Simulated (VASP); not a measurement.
# AlN (P6_3mc) in VASP: further runs

AlN is run at these levels: PBE, BLYP+D3(BJ), BLYP+D4; tasks: single point, relaxation of cell and atoms.

All numbers are computed with VASP 6.6.1; they aren't measurements. Logs are shortened: lines on timing, memory, paths and dates and some standing lists are left out, and cuts for length are marked.

**1. The cell of the first run**

The structure is hexagonal, space group P6_3mc (No. 186). The conventional cell has a = 3.113 Å, b = 3.113 Å, c = 4.981 Å, α = 90.00°, β = 90.00°, γ = 120.00°. Al (site symmetry 3m) has 4 N at 1.89 Å within 2.5 Å. Within 2.5 Å of N (site symmetry 3m) lie 4 Al at 1.89 Å.

**2. Single point, PBE**

Input file INCAR:

```
  ALGO = Normal
  EDIFF = 1E-6
  ENCUT = 520
  GGA = PE
  ISIF = 2
  ISMEAR = 0
  LASPH = T
  LCHARG = F
  LREAL = F
  LWAVE = F
  NBANDS = 16
  NELM = 100
  PREC = Accurate
  SIGMA = 0.03
```

Input file KPOINTS:

```
k-points
0
Gamma
  10 10 6
```

Input file POSCAR:

```
AlN
1.0
    3.1130000000      0.0000000000      0.0000000000
   -1.5565000000      2.6959370820      0.0000000000
    0.0000000000      0.0000000000      4.9810000000
Al N
2 2
Direct
    0.6666666667      0.3333333333      0.5000000000
    0.3333333333      0.6666666667      0.0000000000
    0.6666666667      0.3333333333      0.8800000000
    0.3333333333      0.6666666667      0.3800000000
```

Potentials or basis: VASP PAW PBE potentials, release 64 (Al, N).

Run with:

```bash
$ cat potpaw_PBE.64/Al/POTCAR potpaw_PBE.64/N/POTCAR > POTCAR
$ mpirun -np 1 vasp_std > vasp.out
```

OUTCAR:

```text
EDIFF = 1E-6
   ENCUT = 520
   GGA = PE
   ISIF = 2
   ISMEAR = 0
   LASPH = T
   LREAL = F
   NELM = 100
   PREC = Accurate

 ion  position               nearest neighbor table
   1  0.667  0.333  0.500-   3 1.89   4 1.89   4 1.89   4 1.89   2 3.07   2 3.07   2 3.07   2 3.07
                             2 3.07   2 3.07
   2  0.333  0.667  0.000-   4 1.89   3 1.89   3 1.89   3 1.89   1 3.07   1 3.07   1 3.07   1 3.07
                             1 3.07   1 3.07
   3  0.667  0.333  0.880-   1 1.89   2 1.89   2 1.89   2 1.89
   4  0.333  0.667  0.380-   2 1.89   1 1.89   1 1.89   1 1.89

  LATTYP: Found a hexagonal cell.
 ALAT       =     3.1130000000
 C/A-ratio  =     1.6000642467

  Lattice vectors:

 A1 = (   3.1130000000,   0.0000000000,   0.0000000000)
 A2 = (  -1.5565000000,   2.6959370820,   0.0000000000)
 A3 = (   0.0000000000,   0.0000000000,   4.9810000000)

Analysis of symmetry for initial positions (statically):
=====================================================================
 Subroutine PRICEL returns:
 Original cell was already a primitive cell.

 Routine SETGRP: Setting up the symmetry group for a
 hexagonal supercell.

 Subroutine GETGRP returns: Found 12 space group operations
 (whereof  6 operations were pure point group operations)
 out of a pool of 24 trial point group operations.

The static configuration has the point symmetry C_3v.
 The point group associated with its full space group is C_6v.

Analysis of symmetry for dynamics (positions and initial velocities):
=====================================================================
 Subroutine PRICEL returns:
 Original cell was already a primitive cell.

 Routine SETGRP: Setting up the symmetry group for a
 hexagonal supercell.

 Subroutine GETGRP returns: Found 12 space group operations
 (whereof  6 operations were pure point group operations)
 out of a pool of 24 trial point group operations.

The dynamic configuration has the point symmetry C_3v.
 The point group associated with its full space group is C_6v.

 Subroutine INISYM returns: Found 12 space group operations
 (whereof  6 operations are pure point group operations),
 and found     1 'primitive' translations

----------------------------------------------------------------------------------------

                                     Primitive cell

  volume of cell :      41.8028

  direct lattice vectors                    reciprocal lattice vectors
     3.113000000  0.000000000  0.000000000     0.321233537  0.185464269  0.000000000
    -1.556500000  2.695937082  0.000000000     0.000000000  0.370928538  0.000000000
     0.000000000  0.000000000  4.981000000     0.000000000  0.000000000  0.200762899

  length of vectors
     3.113000000  3.113000000  4.981000000     0.370928538  0.370928538  0.200762899

  position of ions in fractional coordinates (direct lattice)
     0.666666667  0.333333333  0.500000000
     0.333333333  0.666666667  0.000000000
     0.666666667  0.333333333  0.880000000
     0.333333333  0.666666667  0.380000000

  ion indices of the primitive-cell ions
   primitive index   ion index
                 1           1
                 2           2
                 3           3
                 4           4

----------------------------------------------------------------------------------------

 KPOINTS: k-points

Automatic generation of k-mesh.
 Grid dimensions read from file:
 generate k-points for:   10   10    6

 Generating k-lattice:

  Cartesian coordinates                     Fractional coordinates (reciprocal lattice)
     0.032123354  0.018546427  0.000000000     0.100000000  0.000000000  0.000000000
     0.000000000  0.037092854  0.000000000     0.000000000  0.100000000  0.000000000
     0.000000000  0.000000000  0.033460483     0.000000000  0.000000000  0.166666667

  Length of vectors
     0.037092854  0.037092854  0.033460483

  Shift w.r.t. Gamma in fractional coordinates (k-lattice)
     0.000000000  0.000000000  0.000000000

 Subroutine IBZKPT returns following result:
 ===========================================

 Found     56 irreducible k-points:

 Following reciprocal coordinates:
            Coordinates               Weight
  0.000000  0.000000  0.000000      1.000000
  0.100000 -0.000000  0.000000      6.000000
  0.200000 -0.000000  0.000000      6.000000
  0.300000 -0.000000  0.000000      6.000000
  0.400000  0.000000  0.000000      6.000000
  0.500000 -0.000000  0.000000      3.000000
[... 16 lines left out ...]
  0.300000  0.100000  0.166667     24.000000
  0.400000  0.100000  0.166667     24.000000
 [... further k-points ...]
   k-points           NKPTS =     56   k-points in BZ     NKDIM =     56   number of bands    NBANDS=     16
   number of dos      NEDOS =    301   number of ions     NIONS =      4
   total plane-waves  NPLWV =  23040
   dimension x,y,z NGX =    24 NGY =   24 NGZ =   40
   dimension x,y,z NGXF=    48 NGYF=   48 NGZF=   80
   ions per type =               2   2
   NGX,Y,Z   is equivalent  to a cutoff of  12.82, 12.82, 13.35 a.u.
   NGXF,Y,Z  is equivalent  to a cutoff of  25.63, 25.63, 26.70 a.u.
 SYSTEM =  unknown system
   PREC   = accura    normal or accurate (medium, high low for compatibility)
   ISTART =      0    job   : 0-new  1-cont  2-samecut
   ICHARG =      2    charge: 1-file 2-atom 10-const
   ISPIN  =      1    spin polarized calculation?
   LNONCOLLINEAR =      F non collinear calculations
   LSORBIT =      F    spin-orbit coupling
   LASPH  =      T    aspherical Exc in radial PAW
   ENCUT  =  520.0 eV  38.22 Ry    6.18 a.u.   5.79  5.79  9.26*2*pi/ulx,y,z
   NELM   =    100;   NELMIN=  2; NELMDL= -5     # of ELM steps
   EDIFF  = 0.1E-05   stopping-criterion for ELM
   LREAL  =      F    real-space projection
   EDIFFG = 0.1E-04   stopping-criterion for IOM
   NSW    =      0    number of steps for IOM
   IBRION =     -1    ionic relax: 0-MD 1-quasi-New 2-CG
   NFREE  =      0    steps in history (QN), initial steepest desc. (CG)
   ISIF   =      2    stress and relaxation
   ISYM   =      2    0-nonsym 1-usesym 2-fastsym
   POTIM  = 0.5000    time-step for ionic-motion
   TEBEG  =    0.0;   TEEND  =   0.0 temperature during run
   PSTRESS=    0.0 pullay stress
   NELECT =      16.0000    total number of electrons
   NUPDOWN=      -1.0000    fix difference up-down
   EMIN   =  10.00;   EMAX   =-10.00  energy-range for DOS
   EFERMI =   0.00;   METHOD = LEGACY
   ISMEAR =     0;   SIGMA  =   0.03  broadening in eV -4-tet -1-fermi 0-gaus
   EFERMI_NEDOS =   21; number of points for ismear=-14 and -15
   IALGO  =     38    algorithm
   IMIX   =      4    mixing-type and parameters
     AMIX     =   0.40;   BMIX     =  1.00
     AMIX_MAG =   1.60;   BMIX_MAG =  1.00
  volume/ion in A,a.u.               =      10.45        70.52
  Fermi-wavevector in a.u.,A,eV,Ry     =   1.188629  2.246183 19.222843  1.412839
  Thomas-Fermi vector in A             =   2.324754
   LORBIT       =      0    0 simple, 1 ext, 2 COOP (PROOUT), +10 PAW based schemes
   GGA     = PE    functional components
   LHFCALC =     F    Hartree Fock is set to
   AEXX    =    0.0000 exact exchange contribution
   IVDW    =     0    specifies the selected vdW correction
   LEPSILON=     F    determine dielectric tensor
   LRPA    =     F    only Hartree local field effects (RPA)
 non-spin polarized calculation
 Gauss-broadening in eV      SIGMA  =   0.03
  energy-cutoff  :      520.00
  volume of cell :       41.80
 maximum number of plane-waves:      1142
 NGX is ok and might be reduce to    24
   NGX = 11   NGY = 11   NGZ = 19

 number of electron      15.9999997 magnetization

 Free energy of the ion-electron system (eV)
  ---------------------------------------------------
  ext. energy  EPLUGINS =         0.00000000
  ---------------------------------------------------
  free energy    TOTEN  =       -29.77127407 eV

  energy without entropy =      -29.77127407  energy(sigma->0) =      -29.77127407

 E-fermi :   6.2806     XC(G=0): -10.9068

 val. band max:        6.1213404409   @ k =   0.0000   0.0000   0.0000
 cond. band min:      10.3450094939   @ k =   0.0000   0.0000   0.0000
 fundamental gap:      4.2236690530
 Fermi energy:         6.2806318121

 k-point     1 :       0.0000    0.0000    0.0000
  band No.  band energies     occupation
      1      -9.0374      2.00000
      2      -6.8891      2.00000
      3       0.1487      2.00000
      4       5.2898      2.00000
      5       5.2898      2.00000
      6       5.9418      2.00000
[... 8 lines left out ...]
     15      19.2858      0.00000
     16      19.2858      0.00000

 k-point     2 :       0.1000   -0.0000    0.0000
  band No.  band energies     occupation
      1      -8.9105      2.00000
      2      -6.8178      2.00000
      3       0.2999      2.00000
      4       4.7091      2.00000
      5       5.1261      2.00000
      6       5.3729      2.00000
[... 8 lines left out ...]
     15      19.2503      0.00000
     16      19.3271      0.00000

 k-point     3 :       0.2000   -0.0000    0.0000
  band No.  band energies     occupation
      1      -8.5460      2.00000
      2      -6.6323      2.00000
      3       0.7417      2.00000
      4       3.4013      2.00000
      5       4.2662      2.00000
      6       4.7707      2.00000
[... 8 lines left out ...]
     15      18.3793      0.00000
     16      18.8701      0.00000

 k-point     4 :       0.3000   -0.0000    0.0000
  band No.  band energies     occupation
      1      -8.0011      2.00000
      2      -6.4231      2.00000
      3       1.4311      2.00000
      4       2.0455      2.00000
      5       3.1532      2.00000
      6       4.4085      2.00000
[... 8 lines left out ...]
     15      18.2192      0.00000
     16      20.1038      0.00000
[... 324 lines left out ...]
 k-point    22 :       0.2000    0.1000    0.1667
  band No.  band energies     occupation
      1      -8.1151      2.00000
      2      -6.6367      2.00000
      3       1.2785      2.00000
      4       2.8491      2.00000
      5       3.3090      2.00000
      6       4.4964      2.00000
[... 8 lines left out ...]
     15      18.5467      0.00000
     16      19.8625      0.00000

 k-point    23 :       0.3000    0.1000    0.1667
  band No.  band energies     occupation
      1      -7.5491      2.00000
      2      -6.4333      2.00000
      3       1.2441      2.00000
      4       2.0906      2.00000
      5       2.8405      2.00000
      6       4.0245      2.00000
[... 8 lines left out ...]
     15      18.5293      0.00000
     16      20.5640      0.00000

 k-point    24 :       0.4000    0.1000    0.1667
  band No.  band energies     occupation
      1      -7.0572      2.00000
      2      -6.3945      2.00000
      3       0.7425      2.00000
      4       1.7538      2.00000
      5       3.0734      2.00000
      6       3.8578      2.00000
[... 8 lines left out ...]
     15      18.7698      0.00000
     16      21.0507      0.00000

 [... further k-points ...]

------------------------ aborting loop because EDIFF is reached ----------------------------------------

  FORCE on cell =-STRESS in cart. coord.  units (eV):
  Direction    XX          YY          ZZ          XY          YZ          ZX
  --------------------------------------------------------------------------------------
  -------------------------------------------------------------------------------------
  Total        0.7604337      0.7604337      1.1933104      0.0000000      0.0000000      0.0000000
  in kB       29.1451671     29.1451671     45.7360431      0.0000000      0.0000000      0.0000000
  external PRESSURE =      34.6754591 kB  Pullay stress =       0.0000000 kB

 VOLUME and BASIS-vectors are now :
 -----------------------------------------------------------------------------
  energy-cutoff  :      520.00
  volume of cell :       41.80
      direct lattice vectors                 reciprocal lattice vectors
     3.113000000  0.000000000  0.000000000     0.321233537  0.185464269  0.000000000
    -1.556500000  2.695937082  0.000000000     0.000000000  0.370928538  0.000000000
     0.000000000  0.000000000  4.981000000     0.000000000  0.000000000  0.200762899

 POSITION                                       TOTAL-FORCE (eV/Angst)
 -----------------------------------------------------------------------------------
      1.55650      0.89865      2.49050         0.000000     -0.000000     -0.128901
     -0.00000      1.79729      0.00000         0.000000     -0.000000     -0.128901
      1.55650      0.89865      4.38328        -0.000000     -0.000000      0.128901
     -0.00000      1.79729      1.89278         0.000000      0.000000      0.128901
 -----------------------------------------------------------------------------------
    total drift:                               -0.000000     -0.000000      0.000429

  FREE ENERGIE OF THE ION-ELECTRON SYSTEM (eV)
  ---------------------------------------------------
  free  energy   TOTEN  =       -29.7712740720 eV

  energy  without entropy=      -29.7712740720  energy(sigma->0) =      -29.77127407
```

It took 64 s on 1 thread of AMD EPYC 7R43 (Zen 3), shared host; peak memory 0.13 GiB.

Results:

- Free energy: -29.7713 eV
- Pressure: 3.5 GPa
- Largest force: 0.129 eV/Å
- Band gap on the k mesh: 4.22 eV, direct

Forces in eV/Å, atoms in the order of the input:
```
Al   0.000  0.000 -0.129
Al   0.000  0.000 -0.129
N    0.000  0.000  0.129
N    0.000  0.000  0.129
```

**3. Relaxation of cell and atoms, BLYP+D3(BJ)**

Input file INCAR:

```
PREC = Accurate
ENCUT = 600
EDIFF = 1E-6
ISMEAR = -1
SIGMA = 0.05
LREAL = False
LASPH = True
NELM = 60
ALGO = Normal
ISIF = 3
LWAVE = False
LCHARG = False
GGA = B5
ALDAX = 1.0
AGGAX = 1.0
AGGAC = 1.0
ALDAC = 0.0
IVDW = 12
VDW_S6 = 1.0
VDW_S8 = 2.6996
VDW_A1 = 0.4298
VDW_A2 = 4.2359
IBRION = 2
NSW = 60
EDIFFG = -0.01
```

Input file KPOINTS:

```
regular mesh
0
Gamma
  10 10 6
```

POSCAR is that of step 2.

Potentials or basis: VASP PAW PBE potentials, release 64 (Al, N).

Run with:

```bash
$ cat potpaw_PBE.64/Al/POTCAR potpaw_PBE.64/N/POTCAR > POTCAR
$ mpirun -np 1 vasp_std > vasp.out
```

Wall time 3 min (1 thread of AMD EPYC 7R43 (Zen 3), shared host); peak memory 0.17 GiB.

It converged, with:

```yaml
Free_energy: -30.1867 eV
Relaxed_volume: 10.33 Å³/atom
Relaxed_cell: a = 3.097 Å, b = 3.097 Å, c = 4.972 Å, α = 90.00°, β = 90.00°, γ = 120.00°
Space_group_after_relaxing_to_0.05_Å: P6_3mc (No. 186)
Energy_gained_by_relaxing: 1.2 meV/atom
Ionic_steps: 5
Pressure_after_relaxing: 0.0 GPa
Largest_force_after_relaxing: 0.009 eV/Å
Band_gap_on_the_k_mesh: 4.60 eV, direct
Dispersion_energy_per_atom: -0.590 eV
```

Forces in eV/Å, atoms in the order of the input:
```
Al   0.000  0.000 -0.009
Al   0.000  0.000 -0.009
N    0.000  0.000  0.009
N    0.000  0.000  0.009
```

Stress tensor (GPa, compression positive):
```
-0.03  0.00  0.00
 0.00 -0.03  0.00
 0.00  0.00  0.07
```

The path:
| step | energy change (eV) | largest force (eV/Å) | pressure (GPa) | volume (Å³) |
| --- | --- | --- | --- | --- |
| 1 | 0.0000 | 0.1105 | -2.36 | 41.80 |
| 2 | -0.0006 | 0.1111 | 2.25 | 40.88 |
| 3 | -0.0050 | 0.0023 | -0.08 | 41.32 |
| 4 | -0.0050 | 0.0048 | -0.01 | 41.31 |
| 5 | -0.0050 | 0.0090 | 0.00 | 41.31 |

Final structure:
```
Al N
1.0
     3.09737    0.00000    0.00000
    -1.54868    2.68240    0.00000
     0.00000    0.00000    4.97187
Al N
2 2
Direct
  0.66667 0.33333 0.49948
  0.33333 0.66667 0.99948
  0.66667 0.33333 0.88052
  0.33333 0.66667 0.38052
```

Levels at points of the mesh, in eV from the valence-band top:
```tsv
k point	band 6	band 7	band 8	band 9	band 10	band 11
(0.00, 0.00, 0.00)	-0.19	-0.19	0.00	4.60	6.97	10.93
(0.50, 0.00, 0.00)	-2.04	-1.72	-0.67	6.11	6.15	8.48
(0.00, 0.00, 0.50)	-0.52	-0.52	-0.52	6.80	6.80	10.60
(0.50, 0.00, 0.50)	-1.43	-1.34	-1.34	5.64	5.64	9.53
```

Caveat: the PAW data sets were made with another functional, which shifts forces and pressure a little. Expect the measured gap to be larger: semilocal functionals such as BLYP lack the derivative discontinuity.

**4. Relaxation of cell and atoms, BLYP+D4**

Edit INCAR of step 3 so:

```diff
@@ -17,7 +17,7 @@
 ALDAC = 0.0
-IVDW = 12
+IVDW = 13
 VDW_S6 = 1.0
-VDW_S8 = 2.6996
-VDW_A1 = 0.4298
-VDW_A2 = 4.2359
+VDW_S8 = 2.34076671
+VDW_A1 = 0.44488865
+VDW_A2 = 4.0933009
 IBRION = 2
```

Input file KPOINTS:

```
Automatic mesh
0
Gamma
  10 10 6
```

POSCAR is that of step 3.

Run with:

```bash
$ cat potpaw_PBE.64/Al/POTCAR potpaw_PBE.64/N/POTCAR > POTCAR
$ mpirun -np 1 vasp_std > vasp.out
```

It took 2.9 min on 1 thread of AMD EPYC 7R43 (Zen 3), shared host; peak memory 0.15 GiB.

The run converged. Its results:

```yaml
Free_energy: -30.2031 eV
Relaxed_volume: 10.31 Å³/atom
Relaxed_cell: a = 3.095 Å, b = 3.095 Å, c = 4.972 Å, α = 90.00°, β = 90.00°, γ = 120.00°
Space_group_after_relaxing_to_0.05_Å: P6_3mc (No. 186)
Energy_gained_by_relaxing: 1.5 meV/atom
Ionic_steps: 4
Pressure_after_relaxing: 0.0 GPa
Largest_force_after_relaxing: 0.006 eV/Å
Band_gap_on_the_k_mesh: 4.62 eV, direct
Dispersion_energy_per_atom: -0.594 eV
```

Forces in eV/Å, atoms in the order of the input:
```
Al   0.000  0.000  0.006
Al   0.000  0.000  0.006
N    0.000  0.000 -0.006
N    0.000  0.000 -0.006
```

Stress tensor (GPa, compression positive):
```
 0.07  0.00  0.00
 0.00  0.07  0.00
 0.00  0.00 -0.15
```

The path:
```csv
step,energy change (eV),largest force (eV/Å),pressure (GPa),volume (Å³)
1,0.0000,0.1080,-2.62,41.80
2,-0.0008,0.1114,2.48,40.78
3,-0.0058,0.0036,-0.08,41.27
4,-0.0058,0.0061,0.00,41.26
```

Final structure:
```xyz
4
Lattice="3.0952 0.0000 0.0000 -1.5476 2.6806 0.0000 0.0000 0.0000 4.9723" Properties=species:S:1:pos:R:3 pbc="T T T"
Al    1.5476    0.8935    2.4834
Al    0.0000    1.7870    4.9696
N     1.5476    0.8935    4.3784
N     0.0000    1.7870    1.8922
```

Levels at points of the mesh, in eV from the valence-band top:
| k point | band 6 | band 7 | band 8 | band 9 | band 10 | band 11 |
| --- | --- | --- | --- | --- | --- | --- |
| (0.00, 0.00, 0.00) | -0.19 | -0.19 | 0.00 | 4.62 | 6.99 | 10.94 |
| (0.50, 0.00, 0.00) | -2.04 | -1.72 | -0.67 | 6.11 | 6.16 | 8.50 |
| (0.00, 0.00, 0.50) | -0.52 | -0.52 | -0.52 | 6.82 | 6.82 | 10.61 |
| (0.50, 0.00, 0.50) | -1.43 | -1.34 | -1.34 | 5.65 | 5.65 | 9.54 |

Caveat: the PAW data sets were made with another functional, which shifts forces and pressure a little. A k mesh can miss the band edges.

**5. Overview**

```csv
task,level,cell,cutoff (eV),smearing,gap on the mesh (eV),pressure (GPa),relaxed volume (Å³/atom),largest force (eV/Å)
single point,PBE,as given,520,gaussian 0.03 eV,4.22,3.5,-,0.13
relaxation of cell and atoms,BLYP+D3(BJ),relaxed,600,fermi-dirac 0.05 eV,4.60,0.0,10.33,0.01
relaxation of cell and atoms,BLYP+D4,relaxed,600,fermi-dirac 0.05 eV,4.62,0.0,10.31,0.01
```

Alike in all rows: potentials or basis VASP PAW PBE potentials, release 64 (Al, N); no spin polarisation; k mesh 10 × 10 × 6.

Caveats: the PAW data sets were made with another functional, which shifts forces and pressure a little (some runs).

Absolute energies hang on the potentials; compare differences alone.
